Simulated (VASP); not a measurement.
# TaN (P6_3/mmc) in VASP: further runs

The runs below take TaN through single point, with PBEsol.

Program: VASP 6.6.1. These are calculated values, not measurements. Logs are shortened: lines on timing, memory, paths and dates and some standing lists are left out, and cuts for length are marked.

### Step 1. The cell of the first run

It takes space group P6_3/mmc (No. 194, hexagonal). The conventional cell has a = 2.957 Å, b = 2.957 Å, c = 4.918 Å, α = 90.00°, β = 90.00°, γ = 120.00°. Within 2.8 Å of Ta (site symmetry -3m) lie 6 N at 2.10 Å and 2 Ta at 2.46 Å. Within 2.8 Å of N (site symmetry -6m2) lie 6 Ta at 2.10 Å.

### Step 2. Single point, PBEsol (equal xx and yy strain of -3 %)

The input, INCAR:

```
ALGO = Normal
EDIFF = 1E-7
ENCUT = 520
GGA = PS
ISIF = 2
ISMEAR = -1
LASPH = T
LCHARG = F
LREAL = F
LWAVE = F
NBANDS = 24
NELM = 100
PREC = Accurate
SIGMA = 0.01
```

The input, KPOINTS:

```
k-points
0
Gamma
  9 9 5
```

The input, POSCAR:

```
TaN
1.0
    2.9565619192      0.0000000000      0.0000000000
   -1.4782809596      2.5604577299      0.0000000000
    0.0000000000      0.0000000000      4.9180000000
Ta N
2 2
Direct
    0.0000000000      0.0000000000      0.0000000000
    0.0000000000      0.0000000000      0.5000000000
    0.3333333333      0.6666666667      0.2500000000
    0.6666666667      0.3333333333      0.7500000000
```

Potentials or basis: VASP PAW PBE potentials, release 64 (Ta_pv, N).

Launch:

```bash
$ cat potpaw_PBE.64/Ta_pv/POTCAR potpaw_PBE.64/N/POTCAR > POTCAR
$ mpirun -np 1 vasp_std > vasp.out
```

OUTCAR:

```text
EDIFF = 1E-7
   ENCUT = 520
   GGA = PS
   ISIF = 2
   ISMEAR = -1
   LASPH = T
   LREAL = F
   NELM = 100
   PREC = Accurate

 ion  position               nearest neighbor table
   1  0.000  0.000  0.000-   3 2.10   4 2.10   4 2.10   3 2.10   4 2.10   3 2.10   2 2.46   2 2.46

   2  0.000  0.000  0.500-   3 2.10   4 2.10   4 2.10   3 2.10   4 2.10   3 2.10   1 2.46   1 2.46

   3  0.333  0.667  0.250-   1 2.10   2 2.10   1 2.10   2 2.10   1 2.10   2 2.10
   4  0.667  0.333  0.750-   1 2.10   2 2.10   1 2.10   2 2.10   1 2.10   2 2.10

  LATTYP: Found a hexagonal cell.
 ALAT       =     2.9565619192
 C/A-ratio  =     1.6634185701

  Lattice vectors:

 A1 = (   2.9565619192,   0.0000000000,   0.0000000000)
 A2 = (  -1.4782809596,   2.5604577299,   0.0000000000)
 A3 = (   0.0000000000,   0.0000000000,   4.9180000000)

Analysis of symmetry for initial positions (statically):
=====================================================================
 Subroutine PRICEL returns:
 Original cell was already a primitive cell.

 Routine SETGRP: Setting up the symmetry group for a
 hexagonal supercell.

 Subroutine GETGRP returns: Found 24 space group operations
 (whereof 12 operations were pure point group operations)
 out of a pool of 24 trial point group operations.

The static configuration has the point symmetry D_3d.
 The point group associated with its full space group is D_6h.

Analysis of symmetry for dynamics (positions and initial velocities):
=====================================================================
 Subroutine PRICEL returns:
 Original cell was already a primitive cell.

 Routine SETGRP: Setting up the symmetry group for a
 hexagonal supercell.

 Subroutine GETGRP returns: Found 24 space group operations
 (whereof 12 operations were pure point group operations)
 out of a pool of 24 trial point group operations.

The dynamic configuration has the point symmetry D_3d.
 The point group associated with its full space group is D_6h.

 Subroutine INISYM returns: Found 24 space group operations
 (whereof 12 operations are pure point group operations),
 and found     1 'primitive' translations

----------------------------------------------------------------------------------------

                                     Primitive cell

  volume of cell :      37.2300

  direct lattice vectors                    reciprocal lattice vectors
     2.956561919  0.000000000  0.000000000     0.338230697  0.195277584  0.000000000
    -1.478280960  2.560457730  0.000000000     0.000000000  0.390555168  0.000000000
     0.000000000  0.000000000  4.918000000     0.000000000  0.000000000  0.203334689

  length of vectors
     2.956561919  2.956561919  4.918000000     0.390555168  0.390555168  0.203334689

  position of ions in fractional coordinates (direct lattice)
     0.000000000  0.000000000  0.000000000
     0.000000000  0.000000000  0.500000000
     0.333333333  0.666666667  0.250000000
     0.666666667  0.333333333  0.750000000

  ion indices of the primitive-cell ions
   primitive index   ion index
                 1           1
                 2           2
                 3           3
                 4           4

----------------------------------------------------------------------------------------

 KPOINTS: k-points

Automatic generation of k-mesh.
 Grid dimensions read from file:
 generate k-points for:    9    9    5

 Generating k-lattice:

  Cartesian coordinates                     Fractional coordinates (reciprocal lattice)
     0.037581189  0.021697509  0.000000000     0.111111111  0.000000000  0.000000000
     0.000000000  0.043395019  0.000000000     0.000000000  0.111111111  0.000000000
     0.000000000  0.000000000  0.040666938     0.000000000  0.000000000  0.200000000

  Length of vectors
     0.043395019  0.043395019  0.040666938

  Shift w.r.t. Gamma in fractional coordinates (k-lattice)
     0.000000000  0.000000000  0.000000000

 Subroutine IBZKPT returns following result:
 ===========================================

 Found     36 irreducible k-points:

 Following reciprocal coordinates:
            Coordinates               Weight
  0.000000  0.000000  0.000000      1.000000
  0.111111 -0.000000  0.000000      6.000000
  0.222222 -0.000000  0.000000      6.000000
  0.333333 -0.000000  0.000000      6.000000
  0.444444 -0.000000  0.000000      6.000000
  0.111111  0.111111  0.000000      6.000000
[... 16 lines left out ...]
  0.333333  0.222222  0.200000     24.000000
  0.333333  0.333333  0.200000      4.000000
 [... further k-points ...]
   k-points           NKPTS =     36   k-points in BZ     NKDIM =     36   number of bands    NBANDS=     24
   number of dos      NEDOS =    301   number of ions     NIONS =      4
   total plane-waves  NPLWV =  23040
   dimension x,y,z NGX =    24 NGY =   24 NGZ =   40
   dimension x,y,z NGXF=    48 NGYF=   48 NGZF=   80
   ions per type =               2   2
   NGX,Y,Z   is equivalent  to a cutoff of  13.50, 13.50, 13.52 a.u.
   NGXF,Y,Z  is equivalent  to a cutoff of  26.99, 26.99, 27.04 a.u.
 SYSTEM =  unknown system
   PREC   = accura    normal or accurate (medium, high low for compatibility)
   ISTART =      0    job   : 0-new  1-cont  2-samecut
   ICHARG =      2    charge: 1-file 2-atom 10-const
   ISPIN  =      1    spin polarized calculation?
   LNONCOLLINEAR =      F non collinear calculations
   LSORBIT =      F    spin-orbit coupling
   LASPH  =      T    aspherical Exc in radial PAW
   ENCUT  =  520.0 eV  38.22 Ry    6.18 a.u.   5.50  5.50  9.14*2*pi/ulx,y,z
   NELM   =    100;   NELMIN=  2; NELMDL= -5     # of ELM steps
   EDIFF  = 0.1E-06   stopping-criterion for ELM
   LREAL  =      F    real-space projection
   EDIFFG = 0.1E-05   stopping-criterion for IOM
   NSW    =      0    number of steps for IOM
   IBRION =     -1    ionic relax: 0-MD 1-quasi-New 2-CG
   NFREE  =      0    steps in history (QN), initial steepest desc. (CG)
   ISIF   =      2    stress and relaxation
   ISYM   =      2    0-nonsym 1-usesym 2-fastsym
   POTIM  = 0.5000    time-step for ionic-motion
   TEBEG  =    0.0;   TEEND  =   0.0 temperature during run
   PSTRESS=    0.0 pullay stress
   NELECT =      32.0000    total number of electrons
   NUPDOWN=      -1.0000    fix difference up-down
   EMIN   =  10.00;   EMAX   =-10.00  energy-range for DOS
   EFERMI =   0.00;   METHOD = LEGACY
   ISMEAR =    -1;   SIGMA  =   0.01  broadening in eV -4-tet -1-fermi 0-gaus
   EFERMI_NEDOS =   21; number of points for ismear=-14 and -15
   IALGO  =     38    algorithm
   IMIX   =      4    mixing-type and parameters
     AMIX     =   0.40;   BMIX     =  1.00
     AMIX_MAG =   1.60;   BMIX_MAG =  1.00
  volume/ion in A,a.u.               =       9.31        62.81
  Fermi-wavevector in a.u.,A,eV,Ry     =   1.556541  2.941435 32.964449  2.422819
  Thomas-Fermi vector in A             =   2.660321
   LORBIT       =      0    0 simple, 1 ext, 2 COOP (PROOUT), +10 PAW based schemes
   GGA     = PS    functional components
   LHFCALC =     F    Hartree Fock is set to
   AEXX    =    0.0000 exact exchange contribution
   IVDW    =     0    specifies the selected vdW correction
   LEPSILON=     F    determine dielectric tensor
   LRPA    =     F    only Hartree local field effects (RPA)
 non-spin polarized calculation
  energy-cutoff  :      520.00
  volume of cell :       37.23
 maximum number of plane-waves:      1032
 NGX is ok and might be reduce to    24
   NGX = 11   NGY = 11   NGZ = 19

 number of electron      32.0000006 magnetization

 Free energy of the ion-electron system (eV)
  ---------------------------------------------------
  ext. energy  EPLUGINS =         0.00000000
  ---------------------------------------------------
  free energy    TOTEN  =       -43.80852660 eV

  energy without entropy =      -43.80785289  energy(sigma->0) =      -43.80818975

 E-fermi :  10.3036     XC(G=0): -14.2624

 val. band max:       10.2263103824   @ k =   0.2222   0.1111   0.4000
 cond. band min:      10.3179948582   @ k =   0.3333   0.2222   0.2000
 fundamental gap:      0.0916844758
 Fermi energy:        10.3035937433

 k-point     1 :       0.0000    0.0000    0.0000
  band No.  band energies     occupation
      1     -26.7690      2.00000
      2     -24.6664      2.00000
      3     -24.6664      2.00000
      4     -24.2803      2.00000
      5     -24.2803      2.00000
      6     -23.6010      2.00000
[... 16 lines left out ...]
     23      15.6454      0.00000
     24      17.0553      0.00000

 k-point     2 :       0.1111   -0.0000    0.0000
  band No.  band energies     occupation
      1     -26.7320      2.00000
      2     -24.8249      2.00000
      3     -24.6986      2.00000
      4     -24.4028      2.00000
      5     -24.3062      2.00000
      6     -23.5857      2.00000
[... 16 lines left out ...]
     23      16.3134      0.00000
     24      17.0142      0.00000

 k-point     3 :       0.2222   -0.0000    0.0000
  band No.  band energies     occupation
      1     -26.6369      2.00000
      2     -25.2057      2.00000
      3     -24.7793      2.00000
      4     -24.7028      2.00000
      5     -24.3712      2.00000
      6     -23.5468      2.00000
[... 16 lines left out ...]
     23      17.3987      0.00000
     24      17.6619      0.00000

 k-point     4 :       0.3333   -0.0000    0.0000
  band No.  band energies     occupation
      1     -26.5266      2.00000
      2     -25.6076      2.00000
      3     -25.0279      2.00000
      4     -24.8693      2.00000
      5     -24.4439      2.00000
      6     -23.5022      2.00000
[... 16 lines left out ...]
     23      18.2326      0.00000
     24      18.5918      0.00000

 k-point     5 :       0.4444   -0.0000    0.0000
  band No.  band energies     occupation
      1     -26.4539      2.00000
      2     -25.8541      2.00000
      3     -25.2318      2.00000
      4     -24.9272      2.00000
      5     -24.4909      2.00000
      6     -23.4728      2.00000
[... 451 lines left out ...]
 k-point    22 :       0.2222    0.2222    0.2000
  band No.  band energies     occupation
      1     -26.2310      2.00000
      2     -25.5710      2.00000
      3     -25.0997      2.00000
      4     -25.0398      2.00000
      5     -24.6609      2.00000
      6     -23.8176      2.00000
[... 16 lines left out ...]
     23      17.6574      0.00000
     24      18.6304      0.00000

 k-point    23 :       0.3333    0.2222    0.2000
  band No.  band energies     occupation
      1     -26.1754      2.00000
      2     -25.6521      2.00000
      3     -25.2062      2.00000
      4     -25.1652      2.00000
      5     -24.7932      2.00000
      6     -23.7908      2.00000
[... 16 lines left out ...]
     23      17.9637      0.00000
     24      19.0265      0.00000

 k-point    24 :       0.3333    0.3333    0.2000
  band No.  band energies     occupation
      1     -26.1554      2.00000
      2     -25.4728      2.00000
      3     -25.4728      2.00000
      4     -25.0190      2.00000
      5     -25.0190      2.00000
      6     -23.7814      2.00000
[... 16 lines left out ...]
     23      18.5864      0.00000
     24      18.5864      0.00000

 [... further k-points ...]
[... 5 lines left out ...]
  --------------------------------------------------------------------------------------
  -------------------------------------------------------------------------------------
  Total       11.4805254     11.4805254     34.2901987     -0.0000000     -0.0000000      0.0000000
  in kB      494.0594743    494.0594743   1475.6639599     -0.0000000     -0.0000000      0.0000000
  external PRESSURE =     821.2609695 kB  Pullay stress =       0.0000000 kB

 VOLUME and BASIS-vectors are now :
 -----------------------------------------------------------------------------
  energy-cutoff  :      520.00
  volume of cell :       37.23
      direct lattice vectors                 reciprocal lattice vectors
     2.956561919  0.000000000  0.000000000     0.338230697  0.195277584  0.000000000
    -1.478280960  2.560457730  0.000000000     0.000000000  0.390555168  0.000000000
     0.000000000  0.000000000  4.918000000     0.000000000  0.000000000  0.203334689

 POSITION                                       TOTAL-FORCE (eV/Angst)
 -----------------------------------------------------------------------------------
      0.00000      0.00000      0.00000         0.000000      0.000000     -0.000000
      0.00000      0.00000      2.45900         0.000000      0.000000     -0.000000
     -0.00000      1.70697      1.22950         0.000000     -0.000000     -0.000000
      1.47828      0.85349      3.68850        -0.000000      0.000000      0.000000
 -----------------------------------------------------------------------------------
    total drift:                               -0.000000      0.000000      0.000000

  FREE ENERGIE OF THE ION-ELECTRON SYSTEM (eV)
  ---------------------------------------------------
  free  energy   TOTEN  =       -43.8085266018 eV

  energy  without entropy=      -43.8078528920  energy(sigma->0) =      -43.80818975
```

Run time: 12 s. Hardware: 1 thread of Intel Xeon 6975P-C (Granite Rapids), shared host; peak memory 0.16 GiB.

Results:

| Property | Result |
| --- | --- |
| Free energy | -43.8085 eV |
| Pressure | 82.1 GPa |
| Band gap on the k mesh | zero (band 16 reaches 11.02 eV, above the bottom of band 17 at 8.69 eV) |

Stress tensor (GPa, compression positive):
```
 49.41   0.00   0.00
  0.00  49.41   0.00
  0.00   0.00 147.57
```

Caveat: the cell differs from its parent crystal (equal xx and yy strain of -3 %); the PAW data sets were made with another functional, which shifts forces and pressure a little; spin-orbit coupling is left out, which moves the levels of the heavy elements.

[end of part 1 of 2]
